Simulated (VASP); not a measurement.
AgCl (Chlorargyrite):

```
CELL_PARAMETERS angstrom
0.00000 2.73500 2.73500
2.73500 0.00000 2.73500
2.73500 2.73500 0.00000
ATOMIC_POSITIONS crystal
Ag 0.00000 0.00000 0.00000
Cl 0.50000 0.50000 0.50000
```

Base run:

| Quantity | Value |
| --- | --- |
| Program | VASP 6.6.1 |
| Functional | r2SCAN |
| Potentials or basis | VASP PAW PBE potentials, release 64 (Ag, Cl) |
| Cutoff | 520 eV |
| k mesh | 6 × 6 × 6 |
| Occupations | gaussian, width 0.01 eV |
| Spin | no spin polarisation |

Its results: band gap on the k mesh 1.43 eV, indirect (least direct gap 3.98 eV); pressure 2.2 GPa.

Q: After a change of settings the same cell gave: band gap on the k mesh 1.03 eV, indirect (least direct gap 3.53 eV); pressure 6.1 GPa. Which change was it?
A. functional from r2SCAN to RPBE
B. functional from r2SCAN to PBE
C. functional from r2SCAN to PBEsol
D. functional from r2SCAN to revPBE

A: D.

r2SCAN gives the wider gap, since meta-GGAs in the generalised Kohn-Sham scheme recover part of the derivative discontinuity.

Caveats: the PAW data sets were made with another functional, which shifts forces and pressure a little.
